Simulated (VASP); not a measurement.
# MoS2 (R3m) in VASP: further runs

Runs on MoS2. Level: PBE. Tasks: single point.

Program: VASP 6.6.1. These are calculated values, not measurements. Logs are shortened: lines on timing, memory, paths and dates and some standing lists are left out, and cuts for length are marked.

## Step 1: The cell of the first run

It takes space group R3m (No. 160, trigonal). Conventional cell: a = 3.227 Å, b = 3.227 Å, c = 18.886 Å, α = 90.00°, β = 90.00°, γ = 120.00°. Mo (site symmetry 3m) has 6 S at 2.44 Å within 3.2 Å. Within 3.2 Å of S (site symmetry 3m) lie 3 Mo at 2.44 Å and 1 S at 3.16 Å. S (site symmetry 3m) has 3 Mo at 2.44 Å and 1 S at 3.16 Å within 3.2 Å.

## Step 2: Single point, PBE (volume changed by +5%)

Input file INCAR:

```
SYSTEM = MoS2
PREC = Accurate
ENCUT = 520
EDIFF = 1E-7
ISMEAR = 0
SIGMA = 0.01
LREAL = .False.
LASPH = .True.
NELM = 80
ALGO = Normal
ISIF = 2
LWAVE = .False.
LCHARG = .True.
GGA = PE
LELF = .True.
LVHAR = .True.
NBANDS = 20
```

Input file KPOINTS:

```
Automatic mesh
0
Gamma
  4 4 4
  0 0 0
```

Input file POSCAR:

```
MoS2
1.0
    1.6136214383      0.9316247718      6.2954976016
   -1.6136214383      0.9316247718      6.2954976016
    0.0000000000     -1.8632495435      6.2954976016
Mo S
1 2
Direct
   -0.0000146006     -0.0000146006     -0.0000146006
    0.4170015125      0.4170015125      0.4170015125
    0.2496797548      0.2496797548      0.2496797548
```

Potentials or basis: VASP PAW PBE potentials, release 64 (Mo_sv, S).

On the command line:

```console
$ cat potpaw_PBE.64/Mo_sv/POTCAR potpaw_PBE.64/S/POTCAR > POTCAR
$ mpirun -np 1 vasp_std > vasp.out
```

OUTCAR:

```text
SYSTEM = MoS2
   PREC = Accurate
   ENCUT = 520
   EDIFF = 1E-7
   ISMEAR = 0
   LREAL = .False.
   LASPH = .True.
   NELM = 80
   ISIF = 2
   GGA = PE

 ion  position               nearest neighbor table
   1  1.000  1.000  1.000-   3 2.44   3 2.44   3 2.44   2 2.44   2 2.44   2 2.44
   2  0.417  0.417  0.417-   1 2.44   1 2.44   1 2.44
   3  0.250  0.250  0.250-   1 2.44   1 2.44   1 2.44

  LATTYP: Found a trigonal (rhomboedric) cell.
 ALAT       =     6.5654389734
 COS(alpha) =     0.8791891977

  Lattice vectors:

 A1 = (   1.6136214383,   0.9316247718,   6.2954976016)
 A2 = (  -1.6136214383,   0.9316247718,   6.2954976016)
 A3 = (   0.0000000000,  -1.8632495435,   6.2954976016)

Analysis of symmetry for initial positions (statically):
=====================================================================
 Subroutine PRICEL returns:
 Original cell was already a primitive cell.

 Routine SETGRP: Setting up the symmetry group for a
 trigonal (rhombohedral) supercell.

 Subroutine GETGRP returns: Found  6 space group operations
 (whereof  6 operations were pure point group operations)
 out of a pool of 12 trial point group operations.

The static configuration has the point symmetry C_3v.

Analysis of symmetry for dynamics (positions and initial velocities):
=====================================================================
 Subroutine PRICEL returns:
 Original cell was already a primitive cell.

 Routine SETGRP: Setting up the symmetry group for a
 trigonal (rhombohedral) supercell.

 Subroutine GETGRP returns: Found  6 space group operations
 (whereof  6 operations were pure point group operations)
 out of a pool of 12 trial point group operations.

The dynamic configuration has the point symmetry C_3v.

 Subroutine INISYM returns: Found  6 space group operations
 (whereof  6 operations are pure point group operations),
 and found     1 'primitive' translations

----------------------------------------------------------------------------------------

                                     Primitive cell

  volume of cell :      56.7837

  direct lattice vectors                    reciprocal lattice vectors
     1.613621438  0.931624772  6.295497602     0.309862021  0.178898921  0.052947893
[... 70 lines left out ...]
   ISPIN  =      1    spin polarized calculation?
   LNONCOLLINEAR =      F non collinear calculations
   LSORBIT =      F    spin-orbit coupling
   LASPH  =      T    aspherical Exc in radial PAW
   ENCUT  =  520.0 eV  38.22 Ry    6.18 a.u.  12.21 12.21 12.21*2*pi/ulx,y,z
   NELM   =     80;   NELMIN=  2; NELMDL= -5     # of ELM steps
   EDIFF  = 0.1E-06   stopping-criterion for ELM
   LREAL  =      F    real-space projection
   EDIFFG = 0.1E-05   stopping-criterion for IOM
   NSW    =      0    number of steps for IOM
   IBRION =     -1    ionic relax: 0-MD 1-quasi-New 2-CG
   NFREE  =      0    steps in history (QN), initial steepest desc. (CG)
   ISIF   =      2    stress and relaxation
   ISYM   =      2    0-nonsym 1-usesym 2-fastsym
   POTIM  = 0.5000    time-step for ionic-motion
   TEBEG  =    0.0;   TEEND  =   0.0 temperature during run
   PSTRESS=    0.0 pullay stress
   NELECT =      26.0000    total number of electrons
   NUPDOWN=      -1.0000    fix difference up-down
   EMIN   =  10.00;   EMAX   =-10.00  energy-range for DOS
   EFERMI =   0.00;   METHOD = LEGACY
   ISMEAR =     0;   SIGMA  =   0.01  broadening in eV -4-tet -1-fermi 0-gaus
   EFERMI_NEDOS =   21; number of points for ismear=-14 and -15
   IALGO  =     38    algorithm
   IMIX   =      4    mixing-type and parameters
     AMIX     =   0.40;   BMIX     =  1.00
     AMIX_MAG =   1.60;   BMIX_MAG =  1.00
  volume/ion in A,a.u.               =      18.93       127.73
  Fermi-wavevector in a.u.,A,eV,Ry     =   1.261802  2.384460 21.662445  1.592145
  Thomas-Fermi vector in A             =   2.395243
   LORBIT       =      0    0 simple, 1 ext, 2 COOP (PROOUT), +10 PAW based schemes
   GGA     = PE    functional components
   LHFCALC =     F    Hartree Fock is set to
   AEXX    =    0.0000 exact exchange contribution
   IVDW    =     0    specifies the selected vdW correction
   LEPSILON=     F    determine dielectric tensor
   LRPA    =     F    only Hartree local field effects (RPA)
 non-spin polarized calculation
 Gauss-broadening in eV      SIGMA  =   0.01
  energy-cutoff  :      520.00
  volume of cell :       56.78
 maximum number of plane-waves:      1546
 NGX is ok and might be reduce to    50
   NGX = 25   NGY = 25   NGZ = 25

 number of electron      26.0000001 magnetization

 Free energy of the ion-electron system (eV)
  ---------------------------------------------------
  ext. energy  EPLUGINS =         0.00000000
  ---------------------------------------------------
  free energy    TOTEN  =       -21.84253517 eV

  energy without entropy =      -21.84253517  energy(sigma->0) =      -21.84253517

 E-fermi :   6.8429     XC(G=0): -10.5087

 val. band max:        6.7458120108   @ k =   0.5000   0.5000   0.5000
 cond. band min:       7.9792186051   @ k =  -0.2500   0.2500   0.0000
 fundamental gap:      1.2334065943
 Fermi energy:         6.8428854729

 k-point     1 :       0.0000    0.0000    0.0000
  band No.  band energies     occupation
      1     -54.7804      2.00000
      2     -28.8790      2.00000
      3     -28.7251      2.00000
      4     -28.7251      2.00000
      5      -7.8607      2.00000
      6      -6.3681      2.00000
[... 288 lines left out ...]
     19      15.1389      0.00000
     20      16.5497      0.00000

------------------------ aborting loop because EDIFF is reached ----------------------------------------

  FORCE on cell =-STRESS in cart. coord.  units (eV):
  Direction    XX          YY          ZZ          XY          YZ          ZX
  --------------------------------------------------------------------------------------
  -------------------------------------------------------------------------------------
  Total       -1.7765974     -1.7765974     -1.4536718      0.0000000     -0.0000000     -0.0000000
  in kB      -50.1274484    -50.1274484    -41.0159671      0.0000000     -0.0000000     -0.0000000
  external PRESSURE =     -47.0902880 kB  Pullay stress =       0.0000000 kB

 VOLUME and BASIS-vectors are now :
 -----------------------------------------------------------------------------
  energy-cutoff  :      520.00
  volume of cell :       56.78
      direct lattice vectors                 reciprocal lattice vectors
     1.613621438  0.931624772  6.295497602     0.309862021  0.178898921  0.052947893
    -1.613621438  0.931624772  6.295497602    -0.309862021  0.178898921  0.052947893
     0.000000000 -1.863249544  6.295497602     0.000000000 -0.357797842  0.052947893

 POSITION                                       TOTAL-FORCE (eV/Angst)
 -----------------------------------------------------------------------------------
      0.00000      0.00000     18.88622         0.000000     -0.000000     -0.001609
      0.00000      0.00000      7.87570         0.000000     -0.000000     -0.660757
      0.00000      0.00000      4.71557         0.000000      0.000000      0.662366
 -----------------------------------------------------------------------------------
    total drift:                               -0.000000     -0.000000      0.000073

  FREE ENERGIE OF THE ION-ELECTRON SYSTEM (eV)
  ---------------------------------------------------
  free  energy   TOTEN  =       -21.8425351730 eV

  energy  without entropy=      -21.8425351730  energy(sigma->0) =      -21.84253517
```

Run time: 57 s. Hardware: 1 thread of Intel Xeon Platinum 8259CL at 2.50GHz (Skylake/Cascade Lake), shared host; peak memory 0.32 GiB.

What came out:

| Quantity | Value |
| --- | --- |
| Free energy | -21.8425 eV |
| Pressure | -4.7 GPa |
| Largest force | 0.662 eV/Å |
| Band gap on the k mesh | 1.23 eV, indirect (least direct gap 2.05 eV) |

Forces in eV/Å, atoms in the order of the input:
```
Mo   0.000  0.000 -0.002
S    0.000  0.000 -0.661
S    0.000  0.000  0.662
```

Levels at points of the mesh, in eV from the valence-band top:
| k point | band 9 | band 10 | band 11 | band 12 | band 13 | band 14 | band 15 | band 16 | band 17 | band 18 |
| --- | --- | --- | --- | --- | --- | --- | --- | --- | --- | --- |
| (0.00, 0.00, 0.00) | -3.11 | -2.09 | -2.09 | -1.21 | -0.96 | 1.97 | 1.97 | 2.27 | 2.27 | 5.29 |
| (0.50, 0.00, 0.00) | -4.68 | -3.69 | -2.23 | -1.55 | -1.29 | 1.52 | 1.93 | 3.30 | 3.34 | 5.27 |
| (0.50, 0.50, 0.00) | -4.41 | -3.62 | -2.72 | -1.71 | -1.16 | 1.49 | 2.03 | 2.93 | 3.64 | 5.95 |
| (0.50, 0.50, 0.50) | -3.13 | -3.13 | -2.07 | -2.07 | 0.00 | 2.05 | 2.05 | 2.16 | 2.16 | 5.52 |

Caveat: the k points lie up to 0.57 Å⁻¹ apart. A k mesh can miss the band edges.

## Step 3: Single point, PBE (volume changed by +10%)

Input file INCAR:

```
SYSTEM = MoS2
ALGO = Normal ; EDIFF = 1E-7
ENCUT = 520 ; GGA = PE
ISIF = 2 ; ISMEAR = 0
LASPH = .True. ; LCHARG = .False.
LREAL = .False. ; LWAVE = .False.
NBANDS = 20 ; NELM = 80
PREC = Accurate ; SIGMA = 0.01
```

Input file KPOINTS:

```
k-points
0
Gamma
  4 4 4
  0 0 0
```

Input file POSCAR:

```
MoS2
1.0
    1.6388383463      0.9461837604      6.3938806426
   -1.6388383463      0.9461837604      6.3938806426
    0.0000000000     -1.8923675208      6.3938806426
Mo S
1 2
Direct
   -0.0000146006     -0.0000146006     -0.0000146006
    0.4170015125      0.4170015125      0.4170015125
    0.2496797548      0.2496797548      0.2496797548
```

Potentials or basis: VASP PAW PBE potentials, release 64 (Mo_sv, S).

On the command line:

```console
$ cat potpaw_PBE.64/Mo_sv/POTCAR potpaw_PBE.64/S/POTCAR > POTCAR
$ mpirun -np 1 vasp_std > vasp.out
```

Wall time 54 s (1 thread of Intel Xeon Platinum 8259CL at 2.50GHz (Skylake/Cascade Lake), shared host); peak memory 0.33 GiB.

The run converged. Its results:

| Quantity | Value |
| --- | --- |
| Free energy | -21.7197 eV |
| Pressure | -9.7 GPa |
| Largest force | 1.260 eV/Å |
| Band gap on the k mesh | 1.22 eV, indirect (least direct gap 1.98 eV) |

Forces in eV/Å, atoms in the order of the input:
```
Mo   0.000  0.000 -0.001
S    0.000  0.000 -1.260
S    0.000  0.000  1.260
```

Stress tensor (GPa, compression positive):
```
-9.83  0.00  0.00
 0.00 -9.83  0.00
 0.00  0.00 -9.55
```

Levels at points of the mesh, in eV from the valence-band top:
| k point | band 9 | band 10 | band 11 | band 12 | band 13 | band 14 | band 15 | band 16 | band 17 | band 18 |
| --- | --- | --- | --- | --- | --- | --- | --- | --- | --- | --- |
| (0.00, 0.00, 0.00) | -2.92 | -1.97 | -1.97 | -1.16 | -0.83 | 1.91 | 1.91 | 2.15 | 2.15 | 5.07 |
| (0.50, 0.00, 0.00) | -4.43 | -3.48 | -2.14 | -1.49 | -1.17 | 1.45 | 1.84 | 3.15 | 3.21 | 5.24 |
| (0.50, 0.50, 0.00) | -4.18 | -3.41 | -2.57 | -1.63 | -1.06 | 1.42 | 1.92 | 2.83 | 3.45 | 5.89 |
| (0.50, 0.50, 0.50) | -2.93 | -2.93 | -1.94 | -1.94 | 0.00 | 1.98 | 1.98 | 2.05 | 2.05 | 5.41 |

Caveat: the k points lie up to 0.56 Å⁻¹ apart; forces of over 1 eV/Å act on the atoms, so gaps and moduli don't describe the material at rest.
